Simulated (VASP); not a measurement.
# BW3 (Fm-3m) in VASP: a series of runs

The runs below take BW3 through single point, relaxation of cell and atoms, with PBE.

Everything below comes from runs of VASP 6.6.1. Logs are shortened: lines on timing, memory, paths and dates and some standing lists are left out, and cuts for length are marked.

## Step 1: The cell of the first run

Symmetry: Fm-3m, No. 225, cubic system. The conventional cell has a = 6.097 Å, b = 6.097 Å, c = 6.097 Å, α = 90.00°, β = 90.00°, γ = 90.00°. Within 3.5 Å of B (site symmetry m-3m) lie 14 W at 2.64 to 3.05 Å. Within 3.5 Å of W (site symmetry -43m) lie 4 B at 2.64 Å and 10 W at 2.64 to 3.05 Å. Within 3.5 Å of W (site symmetry m-3m) lie 8 W at 2.64 Å and 6 B at 3.05 Å.

The cell was generated, and may not be a known phase.

## Step 2: Single point, PBE

Input file INCAR:

```
SYSTEM = BW3
PREC = Accurate
ENCUT = 520
EDIFF = 1E-6
ISMEAR = 0
SIGMA = 0.1
LREAL = .FALSE.
LASPH = .TRUE.
NELM = 80
ALGO = Normal
ISIF = 2
LWAVE = .FALSE.
LCHARG = .TRUE.
GGA = PE
LELF = .TRUE.
LVHAR = .TRUE.
NBANDS = 30
```

Input file KPOINTS:

```
regular mesh
0
G
  6 6 6
  0 0 0
```

Input file POSCAR:

```
BW3
1.0
    0.0000000000      3.0482790570      3.0482790570
    3.0482790570      0.0000000000      3.0482790570
    3.0482790570      3.0482790570      0.0000000000
B W
1 3
Direct
    0.0000000000      0.0000000000      0.0000000000
    0.2500000000      0.2500000000      0.2500000000
    0.7500000000      0.7500000000      0.7500000000
    0.5000000000      0.5000000000      0.5000000000
```

Potentials or basis: VASP PAW PBE potentials, release 64 (B, W_sv).

Started as:

```sh
> cat potpaw_PBE.64/B/POTCAR potpaw_PBE.64/W_sv/POTCAR > POTCAR
> mpirun -np 1 vasp_std > vasp.out
```

OUTCAR:

```text
SYSTEM = BW3
   PREC = Accurate
   ENCUT = 520
   EDIFF = 1E-6
   ISMEAR = 0
   LREAL = .FALSE.
   LASPH = .TRUE.
   NELM = 80
   ISIF = 2
   GGA = PE

 ion  position               nearest neighbor table
   1  0.000  0.000  0.000-   3 2.64   2 2.64   3 2.64   2 2.64   3 2.64   3 2.64   2 2.64   2 2.64

   2  0.250  0.250  0.250-   1 2.64   4 2.64   1 2.64   1 2.64   4 2.64   1 2.64   4 2.64   4 2.64
                             3 3.05   3 3.05   3 3.05   3 3.05   3 3.05   3 3.05
   3  0.750  0.750  0.750-   4 2.64   1 2.64   4 2.64   1 2.64   4 2.64   4 2.64   1 2.64   1 2.64
                             2 3.05   2 3.05   2 3.05   2 3.05   2 3.05   2 3.05
   4  0.500  0.500  0.500-   2 2.64   3 2.64   2 2.64   2 2.64   3 2.64   2 2.64   3 2.64   3 2.64

  LATTYP: Found a face centered cubic cell.
 ALAT       =     6.0965581140

  Lattice vectors:

 A1 = (   0.0000000000,   3.0482790570,   3.0482790570)
 A2 = (   3.0482790570,   0.0000000000,   3.0482790570)
 A3 = (   3.0482790570,   3.0482790570,   0.0000000000)

Analysis of symmetry for initial positions (statically):
=====================================================================
 Subroutine PRICEL returns:
 Original cell was already a primitive cell.

 Routine SETGRP: Setting up the symmetry group for a
 face centered cubic supercell.

 Subroutine GETGRP returns: Found 48 space group operations
 (whereof 48 operations were pure point group operations)
 out of a pool of 48 trial point group operations.

The static configuration has the point symmetry O_h .

Analysis of symmetry for dynamics (positions and initial velocities):
=====================================================================
 Subroutine PRICEL returns:
 Original cell was already a primitive cell.

 Routine SETGRP: Setting up the symmetry group for a
 face centered cubic supercell.

 Subroutine GETGRP returns: Found 48 space group operations
 (whereof 48 operations were pure point group operations)
 out of a pool of 48 trial point group operations.

The dynamic configuration has the point symmetry O_h .

 Subroutine INISYM returns: Found 48 space group operations
 (whereof 48 operations are pure point group operations),
 and found     1 'primitive' translations

----------------------------------------------------------------------------------------

                                     Primitive cell

  volume of cell :      56.6492

  direct lattice vectors                    reciprocal lattice vectors
     0.000000000  3.048279057  3.048279057    -0.164026977  0.164026977  0.164026977
     3.048279057  0.000000000  3.048279057     0.164026977 -0.164026977  0.164026977
     3.048279057  3.048279057  0.000000000     0.164026977  0.164026977 -0.164026977

  length of vectors
     4.310917584  4.310917584  4.310917584     0.284103059  0.284103059  0.284103059

  position of ions in fractional coordinates (direct lattice)
     0.000000000  0.000000000  0.000000000
     0.250000000  0.250000000  0.250000000
     0.750000000  0.750000000  0.750000000
     0.500000000  0.500000000  0.500000000

  ion indices of the primitive-cell ions
   primitive index   ion index
                 1           1
                 2           2
                 3           3
                 4           4

----------------------------------------------------------------------------------------

 KPOINTS: regular mesh

Automatic generation of k-mesh.
 Grid dimensions read from file:
 generate k-points for:    6    6    6

 Generating k-lattice:

  Cartesian coordinates                     Fractional coordinates (reciprocal lattice)
    -0.027337830  0.027337830  0.027337830     0.166666667  0.000000000  0.000000000
     0.027337830 -0.027337830  0.027337830     0.000000000  0.166666667  0.000000000
     0.027337830  0.027337830 -0.027337830     0.000000000  0.000000000  0.166666667

  Length of vectors
     0.047350510  0.047350510  0.047350510

  Shift w.r.t. Gamma in fractional coordinates (k-lattice)
     0.000000000  0.000000000  0.000000000

 Subroutine IBZKPT returns following result:
 ===========================================

 Found     16 irreducible k-points:

 Following reciprocal coordinates:
            Coordinates               Weight
  0.000000  0.000000  0.000000      1.000000
  0.166667  0.000000  0.000000      8.000000
  0.333333  0.000000  0.000000      8.000000
  0.500000  0.000000  0.000000      4.000000
  0.166667  0.166667  0.000000      6.000000
  0.333333  0.166667  0.000000     24.000000
[... 8 lines left out ...]
 -0.333333  0.333333  0.166667     24.000000
 -0.333333  0.500000  0.166667     12.000000
   k-points           NKPTS =     16   k-points in BZ     NKDIM =     16   number of bands    NBANDS=     30
   number of dos      NEDOS =    301   number of ions     NIONS =      4
   total plane-waves  NPLWV =  32768
   dimension x,y,z NGX =    32 NGY =   32 NGZ =   32
   dimension x,y,z NGXF=    64 NGYF=   64 NGZF=   64
   ions per type =               1   3
   NGX,Y,Z   is equivalent  to a cutoff of  12.34, 12.34, 12.34 a.u.
   NGXF,Y,Z  is equivalent  to a cutoff of  24.68, 24.68, 24.68 a.u.
 SYSTEM =  BW3
   PREC   = accura    normal or accurate (medium, high low for compatibility)
   ISTART =      0    job   : 0-new  1-cont  2-samecut
   ICHARG =      2    charge: 1-file 2-atom 10-const
   ISPIN  =      1    spin polarized calculation?
   LNONCOLLINEAR =      F non collinear calculations
   LSORBIT =      F    spin-orbit coupling
   LASPH  =      T    aspherical Exc in radial PAW
   ENCUT  =  520.0 eV  38.22 Ry    6.18 a.u.   8.02  8.02  8.02*2*pi/ulx,y,z
   NELM   =     80;   NELMIN=  2; NELMDL= -5     # of ELM steps
   EDIFF  = 0.1E-05   stopping-criterion for ELM
   LREAL  =      F    real-space projection
[... 7 lines left out ...]
   TEBEG  =    0.0;   TEEND  =   0.0 temperature during run
   PSTRESS=    0.0 pullay stress
   NELECT =      45.0000    total number of electrons
   NUPDOWN=      -1.0000    fix difference up-down
   EMIN   =  10.00;   EMAX   =-10.00  energy-range for DOS
   EFERMI =   0.00;   METHOD = LEGACY
   ISMEAR =     0;   SIGMA  =   0.10  broadening in eV -4-tet -1-fermi 0-gaus
   EFERMI_NEDOS =   21; number of points for ismear=-14 and -15
   IALGO  =     38    algorithm
   IMIX   =      4    mixing-type and parameters
     AMIX     =   0.40;   BMIX     =  1.00
     AMIX_MAG =   1.60;   BMIX_MAG =  1.00
  volume/ion in A,a.u.               =      14.16        95.57
  Fermi-wavevector in a.u.,A,eV,Ry     =   1.516169  2.865144 31.276644  2.298768
  Thomas-Fermi vector in A             =   2.625595
   LORBIT       =      0    0 simple, 1 ext, 2 COOP (PROOUT), +10 PAW based schemes
   GGA     = PE    functional components
   LHFCALC =     F    Hartree Fock is set to
   AEXX    =    0.0000 exact exchange contribution
   IVDW    =     0    specifies the selected vdW correction
   LEPSILON=     F    determine dielectric tensor
   LRPA    =     F    only Hartree local field effects (RPA)
 non-spin polarized calculation
 Gauss-broadening in eV      SIGMA  =   0.10
  energy-cutoff  :      520.00
  volume of cell :       56.65
 maximum number of plane-waves:      1544
   NGX = 17   NGY = 17   NGZ = 17

 number of electron      45.0000000 magnetization

 Free energy of the ion-electron system (eV)
  ---------------------------------------------------
  ext. energy  EPLUGINS =         0.00000000
  ---------------------------------------------------
  free energy    TOTEN  =       -42.57875092 eV

  energy without entropy =      -42.56119848  energy(sigma->0) =      -42.56997470

 E-fermi :  10.3671     XC(G=0): -13.2209

 val. band max:       10.3514318712   @ k =   0.3333   0.1667   0.0000
 cond. band min:      10.4053271691   @ k =   0.3333   0.0000   0.0000
 fundamental gap:      0.0538952979
 Fermi energy:        10.3670576143

 k-point     1 :       0.0000    0.0000    0.0000
  band No.  band energies     occupation
      1     -63.5600      2.00000
      2     -63.3897      2.00000
      3     -63.2949      2.00000
      4     -28.1002      2.00000
      5     -28.1002      2.00000
      6     -28.1002      2.00000
[... 22 lines left out ...]
     29      14.5339      0.00000
     30      14.5339      0.00000

 k-point     2 :       0.1667    0.0000    0.0000
  band No.  band energies     occupation
      1     -63.5456      2.00000
      2     -63.3928      2.00000
      3     -63.3066      2.00000
      4     -28.1613      2.00000
      5     -28.1499      2.00000
      6     -28.1499      2.00000
[... 22 lines left out ...]
     29      14.1696      0.00000
     30      15.4973      0.00000

 k-point     3 :       0.3333    0.0000    0.0000
  band No.  band energies     occupation
      1     -63.5096      2.00000
      2     -63.4020      2.00000
      3     -63.3342      2.00000
      4     -28.2225      2.00000
      5     -28.2225      2.00000
      6     -28.1758      2.00000
[... 22 lines left out ...]
     29      13.4888      0.00000
     30      15.3288      0.00000

 k-point     4 :       0.5000    0.0000    0.0000
  band No.  band energies     occupation
      1     -63.4831      2.00000
      2     -63.4126      2.00000
      3     -63.3503      2.00000
      4     -28.2519      2.00000
      5     -28.2519      2.00000
      6     -28.1436      2.00000
[... 22 lines left out ...]
     29      13.3964      0.00000
     30      14.3529      0.00000

 k-point     5 :       0.1667    0.1667    0.0000
  band No.  band energies     occupation
      1     -63.5406      2.00000
      2     -63.3935      2.00000
      3     -63.3111      2.00000
      4     -28.2165      2.00000
      5     -28.2165      2.00000
      6     -28.0770      2.00000
[... 22 lines left out ...]
     29      14.4809      0.00000
     30      14.5512      0.00000
[... 262 lines left out ...]
     29      14.3492      0.00000
     30      14.4303      0.00000

 k-point    14 :       0.5000    0.3333    0.1667
  band No.  band energies     occupation
      1     -63.4780      2.00000
      2     -63.4049      2.00000
      3     -63.3632      2.00000
      4     -28.3621      2.00000
      5     -28.2730      2.00000
      6     -28.1123      2.00000
[... 22 lines left out ...]
     29      14.1691      0.00000
     30      14.4154      0.00000

 k-point    15 :      -0.3333    0.3333    0.1667
  band No.  band energies     occupation
      1     -63.4503      2.00000
      2     -63.4125      2.00000
      3     -63.3835      2.00000
      4     -28.3945      2.00000
      5     -28.2001      2.00000
      6     -28.1736      2.00000
[... 22 lines left out ...]
     29      14.2967      0.00000
     30      14.2969      0.00000

 k-point    16 :      -0.3333    0.5000    0.1667
  band No.  band energies     occupation
      1     -63.4215      2.00000
      2     -63.4163      2.00000
      3     -63.4087      2.00000
      4     -28.4356      2.00000
      5     -28.3061      2.00000
      6     -28.0094      2.00000
[... 22 lines left out ...]
     29      14.3459      0.00000
     30      14.3931      0.00000

------------------------ aborting loop because EDIFF is reached ----------------------------------------

  FORCE on cell =-STRESS in cart. coord.  units (eV):
  Direction    XX          YY          ZZ          XY          YZ          ZX
  --------------------------------------------------------------------------------------
  -------------------------------------------------------------------------------------
  Total        0.1278025      0.1278025      0.1278025     -0.0000000     -0.0000000      0.0000000
  in kB        3.6145629      3.6145629      3.6145629     -0.0000000     -0.0000000      0.0000000
  external PRESSURE =       3.6145629 kB  Pullay stress =       0.0000000 kB

 VOLUME and BASIS-vectors are now :
 -----------------------------------------------------------------------------
  energy-cutoff  :      520.00
  volume of cell :       56.65
      direct lattice vectors                 reciprocal lattice vectors
     0.000000000  3.048279057  3.048279057    -0.164026977  0.164026977  0.164026977
     3.048279057  0.000000000  3.048279057     0.164026977 -0.164026977  0.164026977
     3.048279057  3.048279057  0.000000000     0.164026977  0.164026977 -0.164026977

 POSITION                                       TOTAL-FORCE (eV/Angst)
 -----------------------------------------------------------------------------------
      0.00000      0.00000      0.00000         0.000000     -0.000000      0.000000
      1.52414      1.52414      1.52414        -0.000000     -0.000000     -0.000000
      4.57242      4.57242      4.57242         0.000000      0.000000      0.000000
      3.04828      3.04828      3.04828         0.000000     -0.000000      0.000000
 -----------------------------------------------------------------------------------
    total drift:                               -0.000000     -0.000000      0.000000

  FREE ENERGIE OF THE ION-ELECTRON SYSTEM (eV)
  ---------------------------------------------------
  free  energy   TOTEN  =       -42.5787509194 eV

  energy  without entropy=      -42.5611984760  energy(sigma->0) =      -42.56997470
```

Run time: 20 s. Hardware: 1 thread of AMD EPYC 7R13 (Zen 3), shared host; peak memory 0.15 GiB.

What came out:

```
Free energy            : -42.5788 eV
Pressure               : 0.4 GPa
Band gap on the k mesh : zero (an odd number of electrons rules out a gap without spin polarisation)
```

Caveat: spin-orbit coupling is left out, which moves the levels of the heavy elements.

[end of part 1 of 3]

The gap in the log of VASP goes by the Fermi energy; the results here count the filled bands.